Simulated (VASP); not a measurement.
# Rh (Fd-3m) in VASP: single point with PBE

Aim: the single point of Rh with PBE.

All numbers are computed with VASP 6.6.1; they aren't measurements. Logs are shortened: lines on timing, memory, paths and dates and some standing lists are left out, and cuts for length are marked.

### 1 The cell of the first run

It takes space group Fd-3m (No. 227, cubic). Conventional cell: a = 5.517 Å, b = 5.517 Å, c = 5.517 Å, α = 90.00°, β = 90.00°, γ = 90.00°. Within 3.2 Å of Rh (site symmetry -43m) lie 4 Rh at 2.39 Å.

### 2 Single point, PBE

Input file INCAR:

```
ALGO = Normal
EDIFF = 1E-6
ENCUT = 520
GGA = PE
ISIF = 2
ISMEAR = -1
LASPH = T
LCHARG = T
LELF = T
LREAL = F
LVHAR = T
LWAVE = F
NBANDS = 22
NELM = 100
PREC = Accurate
SIGMA = 0.13605693000000002
```

Input file KPOINTS:

```
k-points
0
Gamma
  8 8 8
```

Input file POSCAR:

```
Rh
1.0
    0.0000000000      2.7583109458      2.7583109458
    2.7583109458      0.0000000000      2.7583109458
    2.7583109458      2.7583109458      0.0000000000
Rh
2
Direct
    0.0000000000      0.0000000000      0.0000000000
    0.2500000000      0.2500000000      0.2500000000
```

Potentials or basis: VASP PAW PBE potentials, release 64 (Rh_pv).

Launch:

```bash
$ cat potpaw_PBE.64/Rh_pv/POTCAR > POTCAR
$ mpirun -np 1 vasp_std > vasp.out
```

OUTCAR:

```text
EDIFF = 1E-6
   ENCUT = 520
   GGA = PE
   ISIF = 2
   ISMEAR = -1
   LASPH = T
   LREAL = F
   NELM = 100
   PREC = Accurate

 ion  position               nearest neighbor table
   1  0.000  0.000  0.000-   2 2.39   2 2.39   2 2.39   2 2.39
   2  0.250  0.250  0.250-   1 2.39   1 2.39   1 2.39   1 2.39

  LATTYP: Found a face centered cubic cell.
 ALAT       =     5.5166218916

  Lattice vectors:

 A1 = (   0.0000000000,   2.7583109458,   2.7583109458)
 A2 = (   2.7583109458,   0.0000000000,   2.7583109458)
 A3 = (   2.7583109458,   2.7583109458,   0.0000000000)

Analysis of symmetry for initial positions (statically):
=====================================================================
 Subroutine PRICEL returns:
 Original cell was already a primitive cell.

 Routine SETGRP: Setting up the symmetry group for a
 face centered cubic supercell.

 Subroutine GETGRP returns: Found 48 space group operations
 (whereof 24 operations were pure point group operations)
 out of a pool of 48 trial point group operations.

The static configuration has the point symmetry T_d .
 The point group associated with its full space group is O_h .

Analysis of symmetry for dynamics (positions and initial velocities):
=====================================================================
 Subroutine PRICEL returns:
 Original cell was already a primitive cell.

 Routine SETGRP: Setting up the symmetry group for a
 face centered cubic supercell.

 Subroutine GETGRP returns: Found 48 space group operations
 (whereof 24 operations were pure point group operations)
 out of a pool of 48 trial point group operations.

The dynamic configuration has the point symmetry T_d .
 The point group associated with its full space group is O_h .

 Subroutine INISYM returns: Found 48 space group operations
 (whereof 24 operations are pure point group operations),
 and found     1 'primitive' translations

----------------------------------------------------------------------------------------

                                     Primitive cell

  volume of cell :      41.9720

  direct lattice vectors                    reciprocal lattice vectors
     0.000000000  2.758310946  2.758310946    -0.181270353  0.181270353  0.181270353
     2.758310946  0.000000000  2.758310946     0.181270353 -0.181270353  0.181270353
     2.758310946  2.758310946  0.000000000     0.181270353  0.181270353 -0.181270353
[... 79 lines left out ...]
   LNONCOLLINEAR =      F non collinear calculations
   LSORBIT =      F    spin-orbit coupling
   LASPH  =      T    aspherical Exc in radial PAW
   ENCUT  =  520.0 eV  38.22 Ry    6.18 a.u.   7.25  7.25  7.25*2*pi/ulx,y,z
   NELM   =    100;   NELMIN=  2; NELMDL= -5     # of ELM steps
   EDIFF  = 0.1E-05   stopping-criterion for ELM
   LREAL  =      F    real-space projection
   EDIFFG = 0.1E-04   stopping-criterion for IOM
   NSW    =      0    number of steps for IOM
   IBRION =     -1    ionic relax: 0-MD 1-quasi-New 2-CG
   NFREE  =      0    steps in history (QN), initial steepest desc. (CG)
   ISIF   =      2    stress and relaxation
   ISYM   =      2    0-nonsym 1-usesym 2-fastsym
   POTIM  = 0.5000    time-step for ionic-motion
   TEBEG  =    0.0;   TEEND  =   0.0 temperature during run
   PSTRESS=    0.0 pullay stress
   NELECT =      30.0000    total number of electrons
   NUPDOWN=      -1.0000    fix difference up-down
   EMIN   =  10.00;   EMAX   =-10.00  energy-range for DOS
   EFERMI =   0.00;   METHOD = LEGACY
   ISMEAR =    -1;   SIGMA  =   0.14  broadening in eV -4-tet -1-fermi 0-gaus
   EFERMI_NEDOS =   21; number of points for ismear=-14 and -15
   IALGO  =     38    algorithm
   IMIX   =      4    mixing-type and parameters
     AMIX     =   0.40;   BMIX     =  1.00
     AMIX_MAG =   1.60;   BMIX_MAG =  1.00
  volume/ion in A,a.u.               =      20.99       141.62
  Fermi-wavevector in a.u.,A,eV,Ry     =   1.463734  2.766055 29.150699  2.142516
  Thomas-Fermi vector in A             =   2.579793
   LORBIT       =      0    0 simple, 1 ext, 2 COOP (PROOUT), +10 PAW based schemes
   GGA     = PE    functional components
   LHFCALC =     F    Hartree Fock is set to
   AEXX    =    0.0000 exact exchange contribution
   IVDW    =     0    specifies the selected vdW correction
   LEPSILON=     F    determine dielectric tensor
   LRPA    =     F    only Hartree local field effects (RPA)
 non-spin polarized calculation
  energy-cutoff  :      520.00
  volume of cell :       41.97
 maximum number of plane-waves:      1158
 NGX is ok and might be reduce to    30
   NGX = 15   NGY = 15   NGZ = 15

 number of electron      29.9999995 magnetization

 Free energy of the ion-electron system (eV)
  ---------------------------------------------------
  ext. energy  EPLUGINS =         0.00000000
  ---------------------------------------------------
  free energy    TOTEN  =       -12.40314923 eV

  energy without entropy =      -12.20935601  energy(sigma->0) =      -12.30625262

 E-fermi :   6.3189     XC(G=0): -11.0989

 val. band max:        6.3153540165   @ k =   0.2500   0.1250   0.0000
 cond. band min:       6.3767975253   @ k =   0.5000   0.3750   0.1250
 fundamental gap:      0.0614435087
 Fermi energy:         6.3188722968

 k-point     1 :       0.0000    0.0000    0.0000
  band No.  band energies     occupation
      1     -40.7447      2.00000
      2     -40.7447      2.00000
      3     -40.7447      2.00000
      4     -40.1393      2.00000
      5     -40.1393      2.00000
      6     -40.1393      2.00000
[... 589 lines left out ...]
     21      17.5050      0.00000
     22      20.5765      0.00000

 [... further k-points ...]

------------------------ aborting loop because EDIFF is reached ----------------------------------------

  FORCE on cell =-STRESS in cart. coord.  units (eV):
  Direction    XX          YY          ZZ          XY          YZ          ZX
  --------------------------------------------------------------------------------------
  -------------------------------------------------------------------------------------
  Total        0.1141326      0.1141326      0.1141326     -0.0000000     -0.0000000      0.0000000
  in kB        4.3567283      4.3567283      4.3567283     -0.0000000     -0.0000000      0.0000000
  external PRESSURE =       4.3567283 kB  Pullay stress =       0.0000000 kB

 VOLUME and BASIS-vectors are now :
 -----------------------------------------------------------------------------
  energy-cutoff  :      520.00
  volume of cell :       41.97
      direct lattice vectors                 reciprocal lattice vectors
     0.000000000  2.758310946  2.758310946    -0.181270353  0.181270353  0.181270353
     2.758310946  0.000000000  2.758310946     0.181270353 -0.181270353  0.181270353
     2.758310946  2.758310946  0.000000000     0.181270353  0.181270353 -0.181270353

 POSITION                                       TOTAL-FORCE (eV/Angst)
 -----------------------------------------------------------------------------------
      0.00000      0.00000      0.00000         0.000000      0.000000      0.000000
      1.37916      1.37916      1.37916        -0.000000     -0.000000     -0.000000
 -----------------------------------------------------------------------------------
    total drift:                                0.000000     -0.000000      0.000000

  FREE ENERGIE OF THE ION-ELECTRON SYSTEM (eV)
  ---------------------------------------------------
  free  energy   TOTEN  =       -12.4031492280 eV

  energy  without entropy=      -12.2093560102  energy(sigma->0) =      -12.30625262
```

stdout:

```text
POSCAR found type information on POSCAR Rh
 POSCAR found :  1 types and       2 ions
 scaLAPACK will be used
 LDA part: xc-table for (Slater+PW92), standard interpolation
 POSCAR, INCAR and KPOINTS ok, starting setup
 FFT: planning ... GRIDC
 FFT: planning ... GRID_SOFT
 FFT: planning ... GRID
 WAVECAR not read
 entering main loop
```

Run time: 25 s. Hardware: 1 thread of Intel Xeon Platinum 8488C (Sapphire Rapids), shared host; peak memory 0.17 GiB.

What came out:

* Free energy: -12.4031 eV
* Pressure: 0.4 GPa
* Band gap on the k mesh: zero (band 15 reaches 6.98 eV, above the bottom of band 16 at 5.94 eV)
